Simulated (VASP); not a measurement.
# Sc2Cr (Fd-3m) in VASP: further runs

The runs below take Sc2Cr through single point, relaxation of cell and atoms, with PBE.

All numbers are computed with VASP 6.6.1; they aren't measurements. Logs are shortened: lines on timing, memory, paths and dates and some standing lists are left out, and cuts for length are marked.

## Step 1: The cell of the first run

Symmetry: Fd-3m, No. 227, cubic system. The conventional cell has a = 7.406 Å, b = 7.406 Å, c = 7.406 Å, α = 90.00°, β = 90.00°, γ = 90.00°. Sc (site symmetry -3m) has 6 Sc at 2.62 Å and 6 Cr at 3.07 Å within 3.5 Å. Cr (site symmetry -43m) has 12 Sc at 3.07 Å and 4 Cr at 3.21 Å within 4.0 Å.

## Step 2: Single point, PBE, collinear spin, ferromagnetic start

Input file INCAR:

```
  PREC = Accurate
  ENCUT = 520
  EDIFF = 1E-6
  ISMEAR = 0
  SIGMA = 0.1
  LREAL = F
  LASPH = T
  NELM = 150
  ALGO = Normal
  ISIF = 2
  LWAVE = F
  LCHARG = F
  ISPIN = 2
  MAGMOM = 0 0 0 0 3 3
  LORBIT = 11
  LMAXMIX = 4
  GGA = PE
  NBANDS = 47
```

Input file KPOINTS:

```
regular mesh
0
Gamma
  4 4 4
```

Input file POSCAR:

```
Sc2Cr
1.0
    0.0000000000      3.7030362318      3.7030362318
    3.7030362318      0.0000000000      3.7030362318
    3.7030362318      3.7030362318      0.0000000000
Sc Cr
4 2
Direct
    0.6250000000      0.6250000000      0.6250000000
    0.1250000000      0.6250000000      0.6250000000
    0.6250000000      0.6250000000      0.1250000000
    0.6250000000      0.1250000000      0.6250000000
    0.0000000000      0.0000000000      0.0000000000
    0.2500000000      0.2500000000      0.2500000000
```

Potentials or basis: VASP PAW PBE potentials, release 64 (Sc_sv, Cr_pv).

On the command line:

```
$ cat potpaw_PBE.64/Sc_sv/POTCAR potpaw_PBE.64/Cr_pv/POTCAR > POTCAR
$ mpirun -np 1 vasp_std > vasp.out
```

OUTCAR:

```text
PREC = Accurate
   ENCUT = 520
   EDIFF = 1E-6
   ISMEAR = 0
   LREAL = F
   LASPH = T
   NELM = 150
   ISIF = 2
   ISPIN = 2
   LORBIT = 11
   GGA = PE

 ion  position               nearest neighbor table
   1  0.625  0.625  0.625-   2 2.62   3 2.62   4 2.62   3 2.62   4 2.62   2 2.62   6 3.07   5 3.07
                             6 3.07   5 3.07   6 3.07   5 3.07
   2  0.125  0.625  0.625-   1 2.62   3 2.62   4 2.62   1 2.62   3 2.62   4 2.62   5 3.07   6 3.07
                             5 3.07   5 3.07   6 3.07   6 3.07
   3  0.625  0.625  0.125-   1 2.62   1 2.62   2 2.62   4 2.62   4 2.62   2 2.62   6 3.07   5 3.07
                             6 3.07   5 3.07   6 3.07   5 3.07
   4  0.625  0.125  0.625-   1 2.62   3 2.62   1 2.62   2 2.62   3 2.62   2 2.62   5 3.07   6 3.07
                             5 3.07   6 3.07   6 3.07   5 3.07
   5  0.000  0.000  0.000-   4 3.07   2 3.07   2 3.07   4 3.07   2 3.07   3 3.07   4 3.07   1 3.07
                             1 3.07   3 3.07   3 3.07   1 3.07
   6  0.250  0.250  0.250-   2 3.07   3 3.07   4 3.07   2 3.07   4 3.07   2 3.07   4 3.07   1 3.07
                             3 3.07   1 3.07   3 3.07   1 3.07

  LATTYP: Found a face centered cubic cell.
 ALAT       =     7.4060724636

  Lattice vectors:

 A1 = (   0.0000000000,   3.7030362318,   3.7030362318)
 A2 = (   3.7030362318,   0.0000000000,   3.7030362318)
 A3 = (   3.7030362318,   3.7030362318,   0.0000000000)

Analysis of symmetry for initial positions (statically):
=====================================================================
 Subroutine PRICEL returns:
 Original cell was already a primitive cell.

 Routine SETGRP: Setting up the symmetry group for a
 face centered cubic supercell.

 Subroutine GETGRP returns: Found 48 space group operations
 (whereof 24 operations were pure point group operations)
 out of a pool of 48 trial point group operations.

The static configuration has the point symmetry T_d .
 The point group associated with its full space group is O_h .

Analysis of symmetry for dynamics (positions and initial velocities):
=====================================================================
 Subroutine PRICEL returns:
 Original cell was already a primitive cell.

 Routine SETGRP: Setting up the symmetry group for a
 face centered cubic supercell.

 Subroutine GETGRP returns: Found 48 space group operations
 (whereof 24 operations were pure point group operations)
 out of a pool of 48 trial point group operations.

The dynamic configuration has the point symmetry T_d .
 The point group associated with its full space group is O_h .

Analysis of structural, dynamic, and magnetic symmetry:
[... 146 lines left out ...]
 Free energy of the ion-electron system (eV)
  ---------------------------------------------------
  ext. energy  EPLUGINS =         0.00000000
  ---------------------------------------------------
  free energy    TOTEN  =       -37.08202526 eV

  energy without entropy =      -37.02067163  energy(sigma->0) =      -37.05134844

 E-fermi :   5.9692     XC(G=0): -11.5018

 val. band max:        5.9328775138   @ k =   0.2500   0.0000   0.0000
 cond. band min:       6.0000517773   @ k =  -0.2500   0.5000   0.2500
 fundamental gap:      0.0671742636
 Fermi energy:         5.9692308114

 spin component 1

 k-point     1 :       0.0000    0.0000    0.0000
  band No.  band energies     occupation
      1     -42.8129      1.00000
      2     -42.3329      1.00000
      3     -42.3329      1.00000
      4     -42.3329      1.00000
      5     -36.6159      1.00000
      6     -36.6159      1.00000
[... 381 lines left out ...]
     45       8.6149      0.00000
     46       8.6149      0.00000
 Fermi energy:         5.9692308114

 spin component 2

 k-point     1 :       0.0000    0.0000    0.0000
  band No.  band energies     occupation
      1     -42.8129      1.00000
      2     -42.3330      1.00000
      3     -42.3330      1.00000
      4     -42.3330      1.00000
      5     -36.6153      1.00000
      6     -36.6153      1.00000
[... 381 lines left out ...]
     45       8.6150      0.00000
     46       8.6150      0.00000
 [bands above 46 left out]

------------------------ aborting loop because EDIFF is reached ----------------------------------------

  FORCE on cell =-STRESS in cart. coord.  units (eV):
  Direction    XX          YY          ZZ          XY          YZ          ZX
  --------------------------------------------------------------------------------------
  -------------------------------------------------------------------------------------
  Total        7.8142075      7.8142075      7.8142075     -0.0000000     -0.0000000      0.0000000
  in kB      123.2797200    123.2797200    123.2797200     -0.0000000     -0.0000000      0.0000000
  external PRESSURE =     123.2797200 kB  Pullay stress =       0.0000000 kB

 VOLUME and BASIS-vectors are now :
 -----------------------------------------------------------------------------
  energy-cutoff  :      520.00
  volume of cell :      101.56
      direct lattice vectors                 reciprocal lattice vectors
     0.000000000  3.703036232  3.703036232    -0.135024334  0.135024334  0.135024334
     3.703036232  0.000000000  3.703036232     0.135024334 -0.135024334  0.135024334
     3.703036232  3.703036232  0.000000000     0.135024334  0.135024334 -0.135024334

 POSITION                                       TOTAL-FORCE (eV/Angst)
 -----------------------------------------------------------------------------------
      4.62880      4.62880      4.62880        -0.000000      0.000000      0.000000
      4.62880      2.77728      2.77728        -0.000000      0.000000      0.000000
      2.77728      2.77728      4.62880        -0.000000      0.000000      0.000000
      2.77728      4.62880      2.77728        -0.000000      0.000000      0.000000
      0.00000      0.00000      0.00000         0.000000      0.000000     -0.000000
      1.85152      1.85152      1.85152        -0.000000     -0.000000     -0.000000
 -----------------------------------------------------------------------------------
    total drift:                                0.000000      0.000000      0.000000

  FREE ENERGIE OF THE ION-ELECTRON SYSTEM (eV)
  ---------------------------------------------------
  free  energy   TOTEN  =       -37.0820252590 eV

  energy  without entropy=      -37.0206716278  energy(sigma->0) =      -37.05134844

 total charge

# of ion       s       p       d       tot
------------------------------------------
    1        2.350   6.150   1.421   9.921
    2        2.350   6.150   1.421   9.921
    3        2.350   6.150   1.421   9.921
    4        2.350   6.150   1.421   9.921
    5        0.336   6.206   3.986  10.529
    6        0.336   6.206   3.986  10.529
--------------------------------------------------
tot         10.072  37.011  13.658  60.741

 magnetization (x)

# of ion       s       p       d       tot
------------------------------------------
    1       -0.000  -0.000  -0.000  -0.000
    2       -0.000  -0.000  -0.000  -0.000
    3       -0.000  -0.000  -0.000  -0.000
    4       -0.000  -0.000  -0.000  -0.000
    5        0.000  -0.000   0.001   0.001
    6        0.000  -0.000   0.001   0.001
--------------------------------------------------
tot          0.000  -0.000   0.001   0.001
```

OSZICAR:

```text
N       E                     dE             d eps       ncg     rms          rms(c)
DAV:   1     0.126588766360E+04    0.12659E+04   -0.31660E+04  1504   0.167E+03
DAV:   2     0.473444061780E+02   -0.12185E+04   -0.11954E+04  1648   0.701E+02
[... 24 lines left out ...]
DAV:  27    -0.370819932617E+02   -0.57944E-04   -0.17722E-04  2288   0.497E-02    0.463E-02
DAV:  28    -0.370820093252E+02   -0.16064E-04   -0.11066E-04  2256   0.374E-02    0.232E-02
DAV:  29    -0.370820185473E+02   -0.92221E-05   -0.57316E-05  2376   0.242E-02    0.123E-02
DAV:  30    -0.370820238960E+02   -0.53487E-05   -0.41207E-05  2185   0.208E-02    0.106E-02
DAV:  31    -0.370820249544E+02   -0.10584E-05   -0.10114E-05  1762   0.127E-02    0.249E-03
DAV:  32    -0.370820252590E+02   -0.30460E-06   -0.96384E-07   992   0.710E-03
   1 F= -.37082025E+02 E0= -.37051348E+02  d E =-.613536E-01  mag=     0.0001
```

Wall time 1.7 min (1 thread of Intel Xeon 6975P-C (Granite Rapids), shared host); peak memory 0.31 GiB.

Results:

```
Free energy                                           : -37.0820 eV
Pressure                                              : 12.3 GPa
Band gap on the k mesh                                : zero (filled and empty bands overlap)
Net moment                                            : 0.00 μB per cell
Valence electrons inside the program's atomic spheres : Sc 9.92; Cr 10.53
```

Levels at points of the mesh, in eV from the Fermi level:
Spin up:
```csv
k point,band 32,band 33,band 34,band 35,band 36,band 37
"(0.00, 0.00, 0.00)",-0.51,-0.07,-0.07,-0.07,0.11,0.11
"(0.50, 0.00, 0.00)",-0.52,0.18,0.18,0.41,0.57,0.57
"(0.50, 0.50, 0.00)",-0.51,-0.33,-0.33,-0.25,-0.25,0.83
```
Spin down:
```
           k point  band 31  band 32  band 33  band 34  band 35  band 36  band 37  band 38
(0.00, 0.00, 0.00)    -0.51    -0.51    -0.07    -0.07    -0.07     0.11     0.11     1.16
(0.50, 0.00, 0.00)    -0.52    -0.52     0.18     0.18     0.41     0.57     0.57     0.63
(0.50, 0.50, 0.00)    -0.51    -0.51    -0.34    -0.34    -0.25    -0.25     0.83     0.83
```

Caveat: the k points lie up to 0.37 Å⁻¹ apart.

## Step 3: Single point, PBE, collinear spin, ferromagnetic start

This run uses another cell than the first one, of 22.23 Å³/atom.

Input file INCAR:

```
ALGO = Fast ; EDIFF = 1E-6
ENCUT = 520 ; GGA = PE
ISIF = 2 ; ISMEAR = 0
ISPIN = 2 ; LASPH = T
LCHARG = F ; LMAXMIX = 4
LORBIT = 11 ; LREAL = F
LWAVE = F ; MAGMOM = -0.17 -0.17 -0.17 -0.17 3.64 3.64
NBANDS = 47 ; NELM = 150
PREC = Accurate ; SIGMA = 0.1
```

Input file KPOINTS:

```
k-points
0
Gamma
  4 4 4
```

Changes to POSCAR since step 2:

```diff
@@ -2,5 +2,5 @@
 1.0
-    0.0000000000      3.7030362318      3.7030362318
-    3.7030362318      0.0000000000      3.7030362318
-    3.7030362318      3.7030362318      0.0000000000
+    0.0000000000      4.0551118011      4.0551118011
+    4.0551118011      0.0000000000      4.0551118011
+    4.0551118011      4.0551118011      0.0000000000
 Sc Cr
```

Potentials or basis: VASP PAW PBE potentials, release 64 (Sc_sv, Cr_pv).

On the command line:

```
$ cat potpaw_PBE.64/Sc_sv/POTCAR potpaw_PBE.64/Cr_pv/POTCAR > POTCAR
$ mpirun -np 1 vasp_std > vasp.out
```

Run time: 2.1 min. Hardware: 1 thread of Intel Xeon 6975P-C (Granite Rapids), shared host; peak memory 0.43 GiB.

It converged, with:

```
Free energy                                           : -39.6872 eV
Pressure                                              : 0.2 GPa
Net moment                                            : 7.03 μB per cell
Site moments                                          : Sc -0.24; Cr +3.63 μB
Valence electrons inside the program's atomic spheres : Sc 9.57; Cr 10.36
```

Levels at points of the mesh, in eV from the Fermi level:
Spin up:
```
           k point  band 35  band 36  band 37  band 38  band 39  band 40  band 41  band 42
(0.00, 0.00, 0.00)    -1.03    -1.03    -1.03     0.15     0.15     0.15     0.72     0.72
(0.50, 0.00, 0.00)    -0.86    -0.19    -0.16    -0.16     0.29     0.29     0.44     0.91
(0.50, 0.50, 0.00)    -1.10    -1.10    -0.48    -0.48     0.72     0.72     0.74     0.74
```
Spin down:
| k point | band 28 | band 29 | band 30 | band 31 | band 32 | band 33 |
| --- | --- | --- | --- | --- | --- | --- |
| (0.00, 0.00, 0.00) | -0.92 | -0.92 | -0.92 | 0.23 | 0.23 | 0.64 |
| (0.50, 0.00, 0.00) | -0.83 | -0.05 | -0.05 | 0.14 | 0.14 | 0.19 |
| (0.50, 0.50, 0.00) | -0.92 | -0.31 | -0.31 | -0.24 | -0.24 | 0.56 |

## Step 4: Relaxation of cell and atoms, PBE, collinear spin, ferromagnetic start

Input file INCAR:

```
ALGO = Fast
EDIFF = 1E-7
EDIFFG = -0.04
ENCUT = 600
GGA = PE
IBRION = 2
ISIF = 3
ISMEAR = 0
ISPIN = 2
LASPH = T
LCHARG = F
LMAXMIX = 4
LORBIT = 11
LREAL = F
LWAVE = F
MAGMOM = -0.17 -0.17 -0.17 -0.17 3.64 3.64
NELM = 150
NSW = 90
PREC = Accurate
SIGMA = 0.1
```

KPOINTS is that of step 3.

Changes to POSCAR since step 3:

```diff
@@ -2,5 +2,5 @@
 1.0
-    0.0000000000      4.0551118011      4.0551118011
-    4.0551118011      0.0000000000      4.0551118011
-    4.0551118011      4.0551118011      0.0000000000
+    0.0000000000      3.7030362318      3.7030362318
+    3.7030362318      0.0000000000      3.7030362318
+    3.7030362318      3.7030362318      0.0000000000
 Sc Cr
```

Potentials or basis: VASP PAW PBE potentials, release 64 (Sc_sv, Cr_pv).

On the command line:

```
$ cat potpaw_PBE.64/Sc_sv/POTCAR potpaw_PBE.64/Cr_pv/POTCAR > POTCAR
$ mpirun -np 1 vasp_std > vasp.out
```

OUTCAR:

```text
EDIFF = 1E-7
   EDIFFG = -0.04
   ENCUT = 600
   GGA = PE
   IBRION = 2
   ISIF = 3
   ISMEAR = 0
   ISPIN = 2
   LASPH = T
   LORBIT = 11
   LREAL = F
   NELM = 150
   NSW = 90
   PREC = Accurate

 ion  position               nearest neighbor table
   1  0.625  0.625  0.625-   2 2.62   3 2.62   4 2.62   3 2.62   4 2.62   2 2.62   6 3.07   5 3.07
                             6 3.07   5 3.07   6 3.07   5 3.07
   2  0.125  0.625  0.625-   1 2.62   3 2.62   4 2.62   1 2.62   3 2.62   4 2.62   5 3.07   6 3.07
                             5 3.07   5 3.07   6 3.07   6 3.07
   3  0.625  0.625  0.125-   1 2.62   1 2.62   2 2.62   4 2.62   4 2.62   2 2.62   6 3.07   5 3.07
                             6 3.07   5 3.07   6 3.07   5 3.07
   4  0.625  0.125  0.625-   1 2.62   3 2.62   1 2.62   2 2.62   3 2.62   2 2.62   5 3.07   6 3.07
                             5 3.07   6 3.07   6 3.07   5 3.07
   5  0.000  0.000  0.000-   4 3.07   2 3.07   2 3.07   4 3.07   2 3.07   3 3.07   4 3.07   1 3.07
                             1 3.07   3 3.07   3 3.07   1 3.07
   6  0.250  0.250  0.250-   2 3.07   3 3.07   4 3.07   2 3.07   4 3.07   2 3.07   4 3.07   1 3.07
                             3 3.07   1 3.07   3 3.07   1 3.07

  LATTYP: Found a face centered cubic cell.
 ALAT       =     7.4060724636

  Lattice vectors:

 A1 = (   0.0000000000,   3.7030362318,   3.7030362318)
 A2 = (   3.7030362318,   0.0000000000,   3.7030362318)
 A3 = (   3.7030362318,   3.7030362318,   0.0000000000)

Analysis of symmetry for initial positions (statically):
=====================================================================
 Subroutine PRICEL returns:
 Original cell was already a primitive cell.

 Routine SETGRP: Setting up the symmetry group for a
 face centered cubic supercell.

[... 187 lines left out ...]
  external PRESSURE =     209.7663349 kB  Pullay stress =       0.0000000 kB
[... 29 lines left out ...]
 number of electron      67.9999973 magnetization       9.4035446

 number of electron      67.9999971 magnetization      11.9848992

------------------------ aborting loop EDIFF was not reached (unconverged)  ----------------------------

  FORCE on cell =-STRESS in cart. coord.  units (eV):
  Direction    XX          YY          ZZ          XY          YZ          ZX
  --------------------------------------------------------------------------------------
  -------------------------------------------------------------------------------------
  Total        7.1207180      7.1207180      7.1207180      0.0000000      0.0000000      0.0000000
  in kB       82.8316385     82.8316385     82.8316385      0.0000000      0.0000000      0.0000000
  external PRESSURE =      82.8316385 kB  Pullay stress =       0.0000000 kB
[... 29 lines left out ...]
 number of electron      67.9999987 magnetization      -1.4899422

 number of electron      67.9999987 magnetization       1.1584541

------------------------ aborting loop EDIFF was not reached (unconverged)  ----------------------------

  FORCE on cell =-STRESS in cart. coord.  units (eV):
  Direction    XX          YY          ZZ          XY          YZ          ZX
  --------------------------------------------------------------------------------------
  -------------------------------------------------------------------------------------
  Total      -13.1238245    -13.1238245    -13.1238245      0.0000000     -0.0000000      0.0000000
  in kB     -111.2149540   -111.2149540   -111.2149540      0.0000000     -0.0000000      0.0000000
  external PRESSURE =    -111.2149540 kB  Pullay stress =       0.0000000 kB
[... 1520 lines left out ...]
     42       4.8413      0.00000
     43       5.1640      0.00000

[... ionic steps 4 to 7 ...]

--------------------------------------- Ionic step        8  -------------------------------------------

 number of electron      67.9999974 magnetization      -0.0010381

 number of electron      67.9999974 magnetization       0.0337686
[... 81 lines left out ...]
 number of electron      67.9999971 magnetization       0.0001635

 number of electron      67.9999971 magnetization      -0.0005179

 Free energy of the ion-electron system (eV)
  ---------------------------------------------------
  ext. energy  EPLUGINS =         0.00000000
  ---------------------------------------------------
  free energy    TOTEN  =       -37.62413335 eV

  energy without entropy =      -37.55390765  energy(sigma->0) =      -37.58902050

 E-fermi :   4.8511     XC(G=0): -10.8309

 val. band max:        4.8500330488   @ k =  -0.2500   0.5000   0.2500
 cond. band min:       4.8520081328   @ k =   0.2500   0.2500   0.0000
 fundamental gap:      0.0019750840
 Fermi energy:         4.8510610282
[... 772 lines left out ...]
  FREE ENERGIE OF THE ION-ELECTRON SYSTEM (eV)
  ---------------------------------------------------
  free  energy   TOTEN  =       -37.6241333488 eV

  energy  without entropy=      -37.5539076478  energy(sigma->0) =      -37.58902050

 reached required accuracy - stopping structural energy minimisation

 total charge

# of ion       s       p       d       tot
------------------------------------------
    1        2.321   6.126   1.251   9.697
    2        2.321   6.126   1.251   9.697
    3        2.321   6.126   1.251   9.697
    4        2.321   6.126   1.251   9.697
    5        0.302   6.165   3.939  10.406
    6        0.302   6.165   3.939  10.406
--------------------------------------------------
tot          9.889  36.832  12.880  59.601

 magnetization (x)

# of ion       s       p       d       tot
------------------------------------------
    1        0.000  -0.000   0.000   0.000
    2        0.000  -0.000   0.000   0.000
    3        0.000  -0.000   0.000   0.000
    4        0.000  -0.000   0.000   0.000
    5       -0.000  -0.000  -0.000  -0.000
    6       -0.000  -0.000  -0.000  -0.000
--------------------------------------------------
tot          0.000  -0.000  -0.000  -0.000
```

It took 50 min on 1 thread of Intel Xeon 6975P-C (Granite Rapids), shared host; peak memory 0.37 GiB.

Results:

* Free energy: -37.6241 eV
* Relaxed volume: 19.54 Å³/atom
* Relaxed cell: a = 5.493 Å, b = 5.493 Å, c = 5.493 Å, α = 60.00°, β = 60.00°, γ = 60.00°
* Space group after relaxing (to 0.1 Å): Fd-3m (No. 227)
* Pressure after relaxing: 0.0 GPa
* Band gap on the k mesh: zero (filled and empty bands overlap)
* Net moment: 0.00 μB per cell
* Valence electrons inside the program's atomic spheres: Sc 9.70; Cr 10.41

Final structure:
```
Sc Cr
1.0
     0.00000    3.88443    3.88443
     3.88443    0.00000    3.88443
     3.88443    3.88443    0.00000
Sc Cr
4 2
Direct
  0.62500 0.62500 0.62500
  0.12500 0.62500 0.62500
  0.62500 0.62500 0.12500
  0.62500 0.12500 0.62500
  0.00000 0.00000 0.00000
  0.25000 0.25000 0.25000
```

Caveat: the k points lie up to 0.35 Å⁻¹ apart in the final cell; the volume moved by over 15 % at a fixed basis, so the end points are rough.
